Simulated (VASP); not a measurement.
# NaI (Fm-3m) in VASP: further runs, part 2 of 2

VASP 6.6.1. Earlier steps stand in the parts before.

**3. Single point, r2SCAN**

This run uses another cell than the first one, of 31.87 Å³/atom, 0.887 times its volume.

Contents of POSCAR:

```
NaI
1.0
    0.0000000000      3.1703324822      3.1703324822
    3.1703324822      0.0000000000      3.1703324822
    3.1703324822      3.1703324822      0.0000000000
I Na
1 1
Direct
    0.5000000000      0.5000000000      0.5000000000
    0.0000000000      0.0000000000      0.0000000000
```

Contents of INCAR.step1:

```
ALGO = Normal
EDIFF = 1E-4
ENCUT = 520
GGA = PE
ISMEAR = -1
LASPH = T
LCHARG = F
LREAL = F
LWAVE = T
NBANDS = 14
NELM = 100
PREC = Accurate
SIGMA = 0.05
```

Contents of INCAR.step2:

```
ALGO = Normal
EDIFF = 1E-6
ENCUT = 520
ISIF = 2
ISMEAR = -1
ISTART = 1
LASPH = T
LCHARG = F
LMIXTAU = T
LREAL = F
LWAVE = F
METAGGA = R2SCAN
NBANDS = 14
NELM = 100
PREC = Accurate
SIGMA = 0.05
```

Contents of KPOINTS:

```
k-points
0
Gamma
  7 7 7
```

Potentials or basis: VASP PAW PBE potentials, release 64 (I, Na_pv).

Command:

```sh
> cat potpaw_PBE.64/I/POTCAR potpaw_PBE.64/Na_pv/POTCAR > POTCAR
> cp INCAR.step1 INCAR
> mpirun -np 1 vasp_std > vasp.out
> cp INCAR.step2 INCAR
> mpirun -np 1 vasp_std > vasp.out
```

OUTCAR:

```text
EDIFF = 1E-6
   ENCUT = 520
   ISIF = 2
   ISMEAR = -1
   ISTART = 1
   LASPH = T
   LREAL = F
   METAGGA = R2SCAN
   NELM = 100
   PREC = Accurate

 ion  position               nearest neighbor table
   1  0.500  0.500  0.500-   2 3.17   2 3.17   2 3.17   2 3.17   2 3.17   2 3.17
   2  0.000  0.000  0.000-   1 3.17   1 3.17   1 3.17   1 3.17   1 3.17   1 3.17

  LATTYP: Found a face centered cubic cell.
 ALAT       =     6.3406649644

  Lattice vectors:

 A1 = (   0.0000000000,   3.1703324822,   3.1703324822)
 A2 = (   3.1703324822,   0.0000000000,   3.1703324822)
 A3 = (   3.1703324822,   3.1703324822,   0.0000000000)

Analysis of symmetry for initial positions (statically):
=====================================================================
 Subroutine PRICEL returns:
 Original cell was already a primitive cell.

 Routine SETGRP: Setting up the symmetry group for a
 face centered cubic supercell.

 Subroutine GETGRP returns: Found 48 space group operations
 (whereof 48 operations were pure point group operations)
 out of a pool of 48 trial point group operations.

The static configuration has the point symmetry O_h .

Analysis of symmetry for dynamics (positions and initial velocities):
=====================================================================
 Subroutine PRICEL returns:
 Original cell was already a primitive cell.

 Routine SETGRP: Setting up the symmetry group for a
 face centered cubic supercell.

 Subroutine GETGRP returns: Found 48 space group operations
 (whereof 48 operations were pure point group operations)
 out of a pool of 48 trial point group operations.

The dynamic configuration has the point symmetry O_h .

 Subroutine INISYM returns: Found 48 space group operations
 (whereof 48 operations are pure point group operations),
 and found     1 'primitive' translations

----------------------------------------------------------------------------------------

                                     Primitive cell

  volume of cell :      63.7301

  direct lattice vectors                    reciprocal lattice vectors
[... 114 lines left out ...]
  energy-cutoff  :      520.00
  volume of cell :       63.73
 maximum number of plane-waves:      1735
 NGX is ok and might be reduce to    36
   NGX = 17   NGY = 17   NGZ = 17

 number of electron      14.0000005 magnetization

 Free energy of the ion-electron system (eV)
  ---------------------------------------------------
  ext. energy  EPLUGINS =         0.00000000
  ---------------------------------------------------
  free energy    TOTEN  =       -31.07620456 eV

  energy without entropy =      -31.07620456  energy(sigma->0) =      -31.07620456

 E-fermi :   1.9710     XC(G=0):  -8.3369

 val. band max:        0.9296964776   @ k =   0.0000   0.0000   0.0000
 cond. band min:       5.5683604898   @ k =   0.0000   0.0000   0.0000
 fundamental gap:      4.6386640121
 Fermi energy:         1.9709770266

 k-point     1 :       0.0000    0.0000    0.0000
  band No.  band energies     occupation
      1     -22.2665      2.00000
      2     -22.2662      2.00000
      3     -22.2662      2.00000
      4     -10.5906      2.00000
      5       0.9297      2.00000
      6       0.9297      2.00000
      7       0.9297      2.00000
      8       5.5684      0.00000
      9       9.3974      0.00000
     10       9.3975      0.00000
     11       9.3975      0.00000
     12      11.3523      0.00000
     13      11.3523      0.00000
     14      12.1073      0.00000
[... 309 lines left out ...]
      1     -22.2701      2.00000
      2     -22.2700      2.00000
      3     -22.2682      2.00000
      4     -10.0898      2.00000
      5      -0.7545      2.00000
      6      -0.6714      2.00000
      7       0.0733      2.00000
      8       7.4484      0.00000
      9       8.6580      0.00000
     10       9.6064      0.00000
     11      10.1097      0.00000
     12      13.0732      0.00000
     13      13.5333      0.00000
     14      15.8656      0.00000

------------------------ aborting loop because EDIFF is reached ----------------------------------------

  FORCE on cell =-STRESS in cart. coord.  units (eV):
  Direction    XX          YY          ZZ          XY          YZ          ZX
  --------------------------------------------------------------------------------------
  -------------------------------------------------------------------------------------
  Total        0.4004776      0.4004776      0.4004776      0.0000000     -0.0000000      0.0000000
  in kB       10.0680274     10.0680274     10.0680274      0.0000000     -0.0000000      0.0000000
  external PRESSURE =      10.0680274 kB  Pullay stress =       0.0000000 kB

 VOLUME and BASIS-vectors are now :
 -----------------------------------------------------------------------------
  energy-cutoff  :      520.00
  volume of cell :       63.73
      direct lattice vectors                 reciprocal lattice vectors
     0.000000000  3.170332482  3.170332482    -0.157712165  0.157712165  0.157712165
     3.170332482  0.000000000  3.170332482     0.157712165 -0.157712165  0.157712165
     3.170332482  3.170332482  0.000000000     0.157712165  0.157712165 -0.157712165

 POSITION                                       TOTAL-FORCE (eV/Angst)
 -----------------------------------------------------------------------------------
      3.17033      3.17033      3.17033        -0.000000      0.000000     -0.000000
      0.00000      0.00000      0.00000         0.000000     -0.000000      0.000000
 -----------------------------------------------------------------------------------
    total drift:                                0.000000      0.000000      0.000000

  FREE ENERGIE OF THE ION-ELECTRON SYSTEM (eV)
  ---------------------------------------------------
  free  energy   TOTEN  =       -31.0762045630 eV

  energy  without entropy=      -31.0762045630  energy(sigma->0) =      -31.07620456
```

OSZICAR.step1:

```text
N       E                     dE             d eps       ncg     rms          rms(c)
DAV:   1     0.852581922930E+02    0.85258E+02   -0.64885E+03   560   0.909E+02
DAV:   2     0.971759953023E+00   -0.84286E+02   -0.78836E+02   610   0.229E+02
DAV:   3    -0.526982261448E+01   -0.62416E+01   -0.62037E+01   734   0.595E+01
DAV:   4    -0.541586148632E+01   -0.14604E+00   -0.14601E+00   674   0.941E+00
DAV:   5    -0.541944416083E+01   -0.35827E-02   -0.35826E-02   772   0.143E+00    0.170E+00
DAV:   6    -0.536512392264E+01    0.54320E-01   -0.62317E-02   662   0.149E+00    0.115E+00
DAV:   7    -0.535747969251E+01    0.76442E-02   -0.59669E-02   704   0.129E+00    0.604E-01
DAV:   8    -0.535925322662E+01   -0.17735E-02   -0.47707E-03   638   0.557E-01    0.182E-01
DAV:   9    -0.535922379649E+01    0.29430E-04   -0.21909E-04   644   0.131E-01
   1 F= -.53592238E+01 E0= -.53592238E+01  d E =-.651217E-10
```

Wall time 49 s (1 thread of AMD EPYC 9R45 (Zen 5), shared host); peak memory 0.18 GiB.

Results:

- Free energy: -31.0762 eV
- Pressure: 1.0 GPa
- Band gap on the k mesh: 4.64 eV, direct

Caveat: the PAW data sets were made with another functional, which shifts forces and pressure a little; spin-orbit coupling is left out, which moves the levels of the heavy elements. r2SCAN opens gaps a little over a GGA but as a rule still falls short of measured ones.

**4. Single point, r2SCAN**

This run uses another cell than the first one, of 32.54 Å³/atom, 0.906 times its volume.

Contents of POSCAR:

```
NaI
1.0
    0.0000000000      3.1926595029      3.1926595029
    3.1926595029      0.0000000000      3.1926595029
    3.1926595029      3.1926595029      0.0000000000
I Na
1 1
Direct
    0.5000000000      0.5000000000      0.5000000000
    0.0000000000      0.0000000000      0.0000000000
```

Contents of INCAR.step1:

```
SYSTEM = NaI
ALGO = Normal
EDIFF = 1E-4
ENCUT = 520
GGA = PE
ISMEAR = -1
LASPH = .TRUE.
LCHARG = .FALSE.
LREAL = .FALSE.
LWAVE = .TRUE.
NBANDS = 14
NELM = 60
PREC = Accurate
SIGMA = 0.05
```

Contents of INCAR.step2:

```
SYSTEM = NaI
ALGO = Normal
EDIFF = 1E-6
ENCUT = 520
ISIF = 2
ISMEAR = -1
ISTART = 1
LASPH = .TRUE.
LCHARG = .FALSE.
LMIXTAU = .TRUE.
LREAL = .FALSE.
LWAVE = .FALSE.
METAGGA = R2SCAN
NBANDS = 14
NELM = 60
PREC = Accurate
SIGMA = 0.05
```

Contents of KPOINTS:

```
k-points
0
G
  7 7 7
  0 0 0
```

Potentials or basis: VASP PAW PBE potentials, release 64 (I, Na_pv).

Command:

```sh
> cat potpaw_PBE.64/I/POTCAR potpaw_PBE.64/Na_pv/POTCAR > POTCAR
> cp INCAR.step1 INCAR
> mpirun -np 1 vasp_std > vasp.out
> cp INCAR.step2 INCAR
> mpirun -np 1 vasp_std > vasp.out
```

OUTCAR:

```text
SYSTEM = NaI
   EDIFF = 1E-6
   ENCUT = 520
   ISIF = 2
   ISMEAR = -1
   ISTART = 1
   LASPH = .TRUE.
   LREAL = .FALSE.
   METAGGA = R2SCAN
   NELM = 60
   PREC = Accurate

 ion  position               nearest neighbor table
   1  0.500  0.500  0.500-
   2  0.000  0.000  0.000-

  LATTYP: Found a face centered cubic cell.
 ALAT       =     6.3853190058

  Lattice vectors:

 A1 = (   0.0000000000,   3.1926595029,   3.1926595029)
[... 518 lines left out ...]

------------------------ aborting loop because EDIFF is reached ----------------------------------------

  FORCE on cell =-STRESS in cart. coord.  units (eV):
  Direction    XX          YY          ZZ          XY          YZ          ZX
  --------------------------------------------------------------------------------------
  -------------------------------------------------------------------------------------
  Total        0.2267402      0.2267402      0.2267402      0.0000000      0.0000000     -0.0000000
  in kB        5.5815036      5.5815036      5.5815036      0.0000000      0.0000000     -0.0000000
  external PRESSURE =       5.5815036 kB  Pullay stress =       0.0000000 kB

 VOLUME and BASIS-vectors are now :
 -----------------------------------------------------------------------------
  energy-cutoff  :      520.00
  volume of cell :       65.09
      direct lattice vectors                 reciprocal lattice vectors
     0.000000000  3.192659503  3.192659503    -0.156609247  0.156609247  0.156609247
     3.192659503  0.000000000  3.192659503     0.156609247 -0.156609247  0.156609247
     3.192659503  3.192659503  0.000000000     0.156609247  0.156609247 -0.156609247

 POSITION                                       TOTAL-FORCE (eV/Angst)
 -----------------------------------------------------------------------------------
      3.19266      3.19266      3.19266        -0.000000     -0.000000     -0.000000
      0.00000      0.00000      0.00000         0.000000      0.000000      0.000000
 -----------------------------------------------------------------------------------
    total drift:                                0.000000      0.000000      0.000000

  FREE ENERGIE OF THE ION-ELECTRON SYSTEM (eV)
  ---------------------------------------------------
  free  energy   TOTEN  =       -31.0826476012 eV

  energy  without entropy=      -31.0826476012  energy(sigma->0) =      -31.08264760
```

Run time: 48 s. Hardware: 1 thread of AMD EPYC 9R45 (Zen 5), shared host; peak memory 0.19 GiB.

What came out:

| Quantity | Value |
| --- | --- |
| Free energy | -31.0826 eV |
| Pressure | 0.6 GPa |
| Band gap on the k mesh | 4.57 eV, direct |

Levels at points of the mesh, in eV from the valence-band top:
```
           k point  band 4  band 5  band 6  band 7  band 8  band 9  band 10  band 11
(0.00, 0.00, 0.00)  -11.46    0.00    0.00    0.00    4.57    8.47     8.47     8.47
```

Caveat: the PAW data sets were made with another functional, which shifts forces and pressure a little; spin-orbit coupling is left out, which moves the levels of the heavy elements. r2SCAN opens gaps a little over a GGA but as a rule still falls short of measured ones.

**5. Single point, r2SCAN**

This run uses another cell than the first one, of 33.22 Å³/atom, 0.925 times its volume.

Contents of POSCAR:

```
NaI
1.0
    0.0000000000      3.2146785402      3.2146785402
    3.2146785402      0.0000000000      3.2146785402
    3.2146785402      3.2146785402      0.0000000000
I Na
1 1
Direct
    0.5000000000      0.5000000000      0.5000000000
    0.0000000000      0.0000000000      0.0000000000
```

Contents of INCAR.step1:

```
PREC = Accurate
ENCUT = 520
ISMEAR = -1
SIGMA = 0.05
LREAL = F
LASPH = T
NELM = 100
NBANDS = 14
GGA = PE
ALGO = Normal
EDIFF = 1E-4
LWAVE = T
LCHARG = F
```

Contents of INCAR.step2:

```
PREC = Accurate
ENCUT = 520
EDIFF = 1E-7
ISMEAR = -1
SIGMA = 0.05
LREAL = F
LASPH = T
NELM = 100
ALGO = Normal
ISIF = 2
LWAVE = F
LCHARG = F
METAGGA = R2SCAN
LMIXTAU = T
NBANDS = 14
ISTART = 1
```

Contents of KPOINTS:

```
regular mesh
0
Gamma
  7 7 7
```

Command:

```sh
> cat potpaw_PBE.64/I/POTCAR potpaw_PBE.64/Na_pv/POTCAR > POTCAR
> cp INCAR.step1 INCAR
> mpirun -np 1 vasp_std > vasp.out
> cp INCAR.step2 INCAR
> mpirun -np 1 vasp_std > vasp.out
```

It took 62 s on 1 thread of AMD EPYC 9R45 (Zen 5), shared host; peak memory 0.19 GiB.

It converged, with:

```yaml
Free_energy: -31.0856 eV
Pressure: 0.2 GPa
Band_gap_on_the_k_mesh: 4.50 eV, direct
```

Levels at points of the mesh, in eV from the valence-band top:
```csv
k point,band 4,band 5,band 6,band 7,band 8,band 9,band 10,band 11
"(0.00, 0.00, 0.00)",-11.40,0.00,0.00,0.00,4.50,8.47,8.47,8.47
```

Caveat: the PAW data sets were made with another functional, which shifts forces and pressure a little; spin-orbit coupling is left out, which moves the levels of the heavy elements. r2SCAN opens gaps a little over a GGA but as a rule still falls short of measured ones.

**6. Overview**

```csv
level,potentials or basis,cell,gap on the mesh (eV),pressure (GPa)
LDA,"VASP PAW LDA potentials, release 64 (I, Na_pv)","a = 4.667 Å, angles 60.0°, 2 atoms",3.20,-2.2
r2SCAN,"VASP PAW PBE potentials, release 64 (I, Na_pv)","a = 4.484 Å, angles 60.0°, 2 atoms",4.64,1.0
r2SCAN,"VASP PAW PBE potentials, release 64 (I, Na_pv)","a = 4.515 Å, angles 60.0°, 2 atoms",4.57,0.6
r2SCAN,"VASP PAW PBE potentials, release 64 (I, Na_pv)","a = 4.546 Å, angles 60.0°, 2 atoms",4.50,0.2
```

Alike in all rows: task single point; no spin polarisation; k mesh 7 × 7 × 7; cutoff (eV) 520; smearing fermi-dirac 0.05 eV.

Caveats: spin-orbit coupling is left out, which moves the levels of the heavy elements; the PAW data sets were made with another functional, which shifts forces and pressure a little (some runs).

Total energies depend on the potentials used, so only differences within one code and one set of settings carry meaning.
